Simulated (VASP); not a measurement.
# C (P6/mmm) in VASP: notebook

C is run at these levels: LDA; tasks: single point.

Program: VASP 6.6.1. These are calculated values, not measurements. Logs are shortened: lines on timing, memory, paths and dates and some standing lists are left out, and cuts for length are marked.

### Step 1. The cell of the first run

Symmetry: P6/mmm, No. 191, hexagonal system. The conventional cell has a = 5.770 Å, b = 5.770 Å, c = 1.293 Å, α = 90.00°, β = 90.00°, γ = 120.00°. C (site symmetry 6/mmm) has 2 C at 1.29 Å within 1.7 Å. C (site symmetry -6m2) has 2 C at 1.29 Å within 1.7 Å.

### Step 2. Single point, LDA (volume scaled by 1.04)

INCAR reads:

```
SYSTEM = C
PREC     = Accurate       ! precision mode
ENCUT    = 520            ! plane-wave cutoff, eV
EDIFF    = 1E-6           ! SCF threshold, eV
ISMEAR   = -1             ! smearing method
SIGMA    = 0.1            ! smearing width, eV
LREAL    = .FALSE.        ! projectors in reciprocal space
LASPH    = .TRUE.         ! aspherical terms in the spheres
NELM     = 100            ! most SCF steps
ALGO     = Normal         ! electronic algorithm
ISIF     = 2              ! what is computed and relaxed
LWAVE    = .FALSE.        ! write WAVECAR
LCHARG   = .FALSE.        ! write CHGCAR
GGA      = CA             ! functional
NBANDS   = 13             ! bands
```

KPOINTS reads:

```
regular mesh
0
G
  7 7 27
  0 0 0
```

POSCAR reads:

```
C
1.0
    5.7701272633      0.0000000000      0.0000000000
   -2.8850636317      4.9970767931      0.0000000000
    0.0000000000      0.0000000000      1.2934879446
C
3
Direct
    0.0000000000      1.0000000000      0.0000000000
    0.3333333333      0.6666666667      0.5000000000
    0.6666666667      0.3333333333      0.5000000000
```

Potentials or basis: VASP PAW LDA potentials, release 64 (C).

On the command line:

```bash
> cat potpaw_LDA.64/C/POTCAR > POTCAR
> mpirun -np 1 vasp_std > vasp.out
```

OUTCAR:

```text
SYSTEM = C
   PREC = Accurate
   ENCUT = 520
   EDIFF = 1E-6
   ISMEAR = -1
   LREAL = .FALSE.
   LASPH = .TRUE.
   NELM = 100
   ISIF = 2
   GGA = CA

 ion  position               nearest neighbor table
   1  0.000  0.000  0.000-
   2  0.333  0.667  0.500-
   3  0.667  0.333  0.500-

  LATTYP: Found a hexagonal cell.
 ALAT       =     5.7701272633
 C/A-ratio  =     0.2241697428

  Lattice vectors:

 A1 = (   5.7701272633,   0.0000000000,   0.0000000000)
 A2 = (  -2.8850636317,   4.9970767931,   0.0000000000)
 A3 = (   0.0000000000,   0.0000000000,   1.2934879446)

Analysis of symmetry for initial positions (statically):
=====================================================================
 Subroutine PRICEL returns:
 Original cell was already a primitive cell.

 Routine SETGRP: Setting up the symmetry group for a
 hexagonal supercell.

 Subroutine GETGRP returns: Found 24 space group operations
 (whereof 24 operations were pure point group operations)
 out of a pool of 24 trial point group operations.

The static configuration has the point symmetry D_6h.

Analysis of symmetry for dynamics (positions and initial velocities):
=====================================================================
 Subroutine PRICEL returns:
 Original cell was already a primitive cell.

 Routine SETGRP: Setting up the symmetry group for a
 hexagonal supercell.

 Subroutine GETGRP returns: Found 24 space group operations
 (whereof 24 operations were pure point group operations)
 out of a pool of 24 trial point group operations.

The dynamic configuration has the point symmetry D_6h.

 Subroutine INISYM returns: Found 24 space group operations
 (whereof 24 operations are pure point group operations),
 and found     1 'primitive' translations

----------------------------------------------------------------------------------------

                                     Primitive cell

  volume of cell :      37.2961

  direct lattice vectors                    reciprocal lattice vectors
     5.770127263  0.000000000  0.000000000     0.173306403  0.100058498  0.000000000
    -2.885063632  4.997076793  0.000000000     0.000000000  0.200116997  0.000000000
     0.000000000  0.000000000  1.293487945     0.000000000  0.000000000  0.773103456

  length of vectors
     5.770127263  5.770127263  1.293487945     0.200116997  0.200116997  0.773103456

  position of ions in fractional coordinates (direct lattice)
     0.000000000  0.000000000  0.000000000
     0.333333333  0.666666667  0.500000000
     0.666666667  0.333333333  0.500000000
[... 84 lines left out ...]
   ISIF   =      2    stress and relaxation
   ISYM   =      2    0-nonsym 1-usesym 2-fastsym
   POTIM  = 0.5000    time-step for ionic-motion
   TEBEG  =    0.0;   TEEND  =   0.0 temperature during run
   PSTRESS=    0.0 pullay stress
   NELECT =      12.0000    total number of electrons
   NUPDOWN=      -1.0000    fix difference up-down
   EMIN   =  10.00;   EMAX   =-10.00  energy-range for DOS
   EFERMI =   0.00;   METHOD = LEGACY
   ISMEAR =    -1;   SIGMA  =   0.10  broadening in eV -4-tet -1-fermi 0-gaus
   EFERMI_NEDOS =   21; number of points for ismear=-14 and -15
   IALGO  =     38    algorithm
   IMIX   =      4    mixing-type and parameters
     AMIX     =   0.40;   BMIX     =  1.00
     AMIX_MAG =   1.60;   BMIX_MAG =  1.00
  volume/ion in A,a.u.               =      12.43        83.90
  Fermi-wavevector in a.u.,A,eV,Ry     =   1.121796  2.119888 17.121936  1.258427
  Thomas-Fermi vector in A             =   2.258452
   LORBIT       =      0    0 simple, 1 ext, 2 COOP (PROOUT), +10 PAW based schemes
   GGA     = CA    functional components
   LHFCALC =     F    Hartree Fock is set to
   AEXX    =    0.0000 exact exchange contribution
   IVDW    =     0    specifies the selected vdW correction
   LEPSILON=     F    determine dielectric tensor
   LRPA    =     F    only Hartree local field effects (RPA)
 non-spin polarized calculation
  energy-cutoff  :      520.00
  volume of cell :       37.30
 maximum number of plane-waves:      1039
 NGX is ok and might be reduce to    48
   NGX = 21   NGY = 21   NGZ =  5

 number of electron      11.9999999 magnetization

 Free energy of the ion-electron system (eV)
  ---------------------------------------------------
  ext. energy  EPLUGINS =         0.00000000
  ---------------------------------------------------
  free energy    TOTEN  =       -26.91739476 eV

  energy without entropy =      -26.89649297  energy(sigma->0) =      -26.90694387

 E-fermi :   0.9951     XC(G=0):  -9.3762

 val. band max:        0.9903588566   @ k =   0.2857   0.0000   0.2222
 cond. band min:       1.0345477638   @ k =   0.4286   0.1429   0.2593
 fundamental gap:      0.0441889071
 Fermi energy:         0.9951275329

 k-point     1 :       0.0000    0.0000    0.0000
  band No.  band energies     occupation
      1     -15.2388      2.00000
      2     -14.5071      2.00000
      3     -14.5069      2.00000
      4      -4.6773      2.00000
      5      -4.6773      2.00000
      6      -4.6773      2.00000
      7      -4.6773      2.00000
      8      -2.9157      2.00000
      9      -2.9157      2.00000
     10       6.3688      0.00000
     11      11.0640      0.00000
     12      11.0641      0.00000
     13      11.0642      0.00000
[... 354 lines left out ...]
  band No.  band energies     occupation
      1     -14.5847      2.00000
      2     -14.4488      2.00000
      3     -14.4487      2.00000
      4      -4.4848      2.00000
      5      -4.4848      2.00000
      6      -4.0413      2.00000
      7      -2.9133      2.00000
      8      -2.9133      2.00000
      9      -2.7776      2.00000
     10       8.7981      0.00000
     11       9.0661      0.00000
     12       9.0662      0.00000
     13      11.8065      0.00000

 [... further k-points ...]
[... 5 lines left out ...]
  --------------------------------------------------------------------------------------
  -------------------------------------------------------------------------------------
  Total        0.0132595      0.0132595     -4.9921515     -0.0000000     -0.0000000      0.0000000
  in kB        0.5696040      0.5696040   -214.4541930     -0.0000000     -0.0000000      0.0000000
  external PRESSURE =     -71.1049950 kB  Pullay stress =       0.0000000 kB

 VOLUME and BASIS-vectors are now :
 -----------------------------------------------------------------------------
  energy-cutoff  :      520.00
  volume of cell :       37.30
      direct lattice vectors                 reciprocal lattice vectors
     5.770127263  0.000000000  0.000000000     0.173306403  0.100058498  0.000000000
    -2.885063632  4.997076793  0.000000000     0.000000000  0.200116997  0.000000000
     0.000000000  0.000000000  1.293487945     0.000000000  0.000000000  0.773103456

 POSITION                                       TOTAL-FORCE (eV/Angst)
 -----------------------------------------------------------------------------------
      0.00000      0.00000      0.00000         0.000000      0.000000      0.000000
     -0.00000      3.33138      0.64674        -0.000000      0.000000      0.000000
      2.88506      1.66569      0.64674         0.000000     -0.000000      0.000000
 -----------------------------------------------------------------------------------
    total drift:                               -0.000000      0.000000      0.000000

  FREE ENERGIE OF THE ION-ELECTRON SYSTEM (eV)
  ---------------------------------------------------
  free  energy   TOTEN  =       -26.9173947647 eV

  energy  without entropy=      -26.8964929716  energy(sigma->0) =      -26.90694387
```

Wall time 25 s (1 thread of Intel Xeon Platinum 8488C (Sapphire Rapids), shared host); peak memory 0.16 GiB.

Results:

* Free energy: -26.9174 eV
* Pressure: -7.1 GPa
* Band gap on the k mesh: zero (band 6 reaches 10.28 eV, above the bottom of band 7 at -4.68 eV)

Levels at points of the mesh, in eV from the Fermi level:
| k point | band 3 | band 4 | band 5 | band 6 | band 7 | band 8 | band 9 | band 10 | band 11 | band 12 |
| --- | --- | --- | --- | --- | --- | --- | --- | --- | --- | --- |
| (0.00, 0.00, 0.00) | -15.50 | -5.67 | -5.67 | -5.67 | -5.67 | -3.91 | -3.91 | 5.37 | 10.07 | 10.07 |

### Step 3. Single point, LDA (volume scaled by 1.08)

INCAR reads:

```
ALGO = Normal ; EDIFF = 1E-6
ENCUT = 520 ; GGA = CA
ISIF = 2 ; ISMEAR = -1
LASPH = True ; LCHARG = True
LELF = True ; LREAL = False
LVHAR = True ; LWAVE = False
NBANDS = 13 ; NELM = 80
PREC = Accurate ; SIGMA = 0.1
```

KPOINTS reads:

```
k-points
0
Gamma
  7 7 27
```

POSCAR reads:

```
C
1.0
    5.8431746035      0.0000000001      0.0000000000
   -2.9215873018      5.0603376454      0.0000000000
    0.0000000000      0.0000000000      1.3098629481
C
3
Direct
    0.0000000000      1.0000000000      0.0000000000
    0.3333333333      0.6666666667      0.5000000000
    0.6666666667      0.3333333333      0.5000000000
```

Potentials or basis: VASP PAW LDA potentials, release 64 (C).

On the command line:

```bash
> cat potpaw_LDA.64/C/POTCAR > POTCAR
> mpirun -np 1 vasp_std > vasp.out
```

It took 28 s on 1 thread of Intel Xeon Platinum 8488C (Sapphire Rapids), shared host; peak memory 0.16 GiB.

It converged, with:

- Free energy: -26.8272 eV
- Pressure: -13.1 GPa
- Band gap on the k mesh: zero (band 6 reaches 9.57 eV, above the bottom of band 7 at -4.74 eV)

Stress tensor (GPa, compression positive):
```
 -0.25   0.00   0.00
  0.00  -0.25   0.00
  0.00   0.00 -38.69
```

Levels at points of the mesh, in eV from the Fermi level:
| k point | band 3 | band 4 | band 5 | band 6 | band 7 | band 8 | band 9 | band 10 | band 11 | band 12 |
| --- | --- | --- | --- | --- | --- | --- | --- | --- | --- | --- |
| (0.00, 0.00, 0.00) | -15.38 | -5.49 | -5.49 | -5.49 | -5.49 | -3.82 | -3.82 | 5.29 | 9.93 | 9.93 |

### Step 4. Single point, LDA (volume scaled by 1.12)

INCAR reads:

```
ALGO = Normal
EDIFF = 1E-7
ENCUT = 520
ISIF = 2
ISMEAR = -1
LASPH = True
LCHARG = False
LREAL = False
LWAVE = False
NBANDS = 13
NELM = 60
PREC = Accurate
SIGMA = 0.1
```

KPOINTS is that of step 3.

POSCAR reads:

```
C
1.0
    5.9144398539      0.0000000001      0.0000000000
   -2.9572199270      5.1220551626      0.0000000000
    0.0000000000      0.0000000000      1.3258384609
C
3
Direct
    0.0000000000      1.0000000000      0.0000000000
    0.3333333333      0.6666666667      0.5000000000
    0.6666666667      0.3333333333      0.5000000000
```

On the command line:

```bash
> cat potpaw_LDA.64/C/POTCAR > POTCAR
> mpirun -np 1 vasp_std > vasp.out
```

Wall time 29 s (1 thread of Intel Xeon Platinum 8488C (Sapphire Rapids), shared host); peak memory 0.16 GiB.

Results (log left out):

```
Free energy            : -26.6881 eV
Pressure               : -18.1 GPa
Band gap on the k mesh : zero (band 6 reaches 8.79 eV, above the bottom of band 7 at -4.80 eV)
```

Stress tensor (GPa, compression positive):
```
 -0.48   0.00   0.00
  0.00  -0.48   0.00
  0.00   0.00 -53.21
```

Levels at points of the mesh, in eV from the Fermi level:
```tsv
k point	band 5	band 6	band 7	band 8	band 9	band 10
(0.00, 0.00, 0.00)	-5.33	-5.33	-5.33	-3.74	-3.74	5.21
```

### Step 5. Summary

| cell | gap on the mesh (eV) | pressure (GPa) |
| --- | --- | --- |
| a = 5.770, b = 5.770, c = 1.293 Å, angles 90.0, 90.0, 120.0°, 3 atoms | none | -7.1 |
| a = 5.843, b = 5.843, c = 1.310 Å, angles 90.0, 90.0, 120.0°, 3 atoms | none | -13.1 |
| a = 5.914, b = 5.914, c = 1.326 Å, angles 90.0, 90.0, 120.0°, 3 atoms | none | -18.1 |

Alike in all rows: task single point; level LDA; potentials or basis VASP PAW LDA potentials, release 64 (C); no spin polarisation; k mesh 7 × 7 × 27; cutoff (eV) 520; smearing fermi-dirac 0.1 eV.

Absolute energies hang on the potentials; compare differences alone.
